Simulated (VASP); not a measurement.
EuO, 2 atoms in the cell. Symmetry: Fm-3m, No. 225, cubic system. The conventional cell has a = 5.163 Å, b = 5.163 Å, c = 5.163 Å, α = 90.00°, β = 90.00°, γ = 90.00°. Within 3.4 Å of Eu (site symmetry m-3m) lie 6 O at 2.58 Å. O (site symmetry m-3m) has 6 Eu at 2.58 Å within 3.4 Å. 

- Program: VASP 6.6.1
- Task: single point
- Functional: PBE
- Potentials or basis: VASP PAW PBE potentials, release 64 (Eu, O)
- Cutoff: 600 eV
- k mesh: 10 × 10 × 10
- Occupations: gaussian, width 0.05 eV
- Spin: collinear spin, ferromagnetic start
- Starting moments: [7.44, -0.09] μB
- Hubbard terms: Eu f U = 6.0 eV
- Dipole correction: no
- Further INCAR settings: ALGO = Normal; EDIFF = 1e-06; NBANDS = 22

Potentials or basis: VASP PAW PBE potentials, release 64 (Eu, O).

Launch:

```sh
$ cat potpaw_PBE.64/Eu/POTCAR potpaw_PBE.64/O/POTCAR > POTCAR
$ mpirun -np 1 vasp_std > vasp.out
```

Hardware: 1 thread of Intel(R) Xeon(R) 6975P-C (Granite Rapids), with other jobs on the host.

Q: Estimate the wall time of this run.

A: Wall time 70 s on 1 thread of Intel(R) Xeon(R) 6975P-C (Granite Rapids) (shared host), peak memory 0.25 GiB. Counts: scf iterations 16, k points 47.
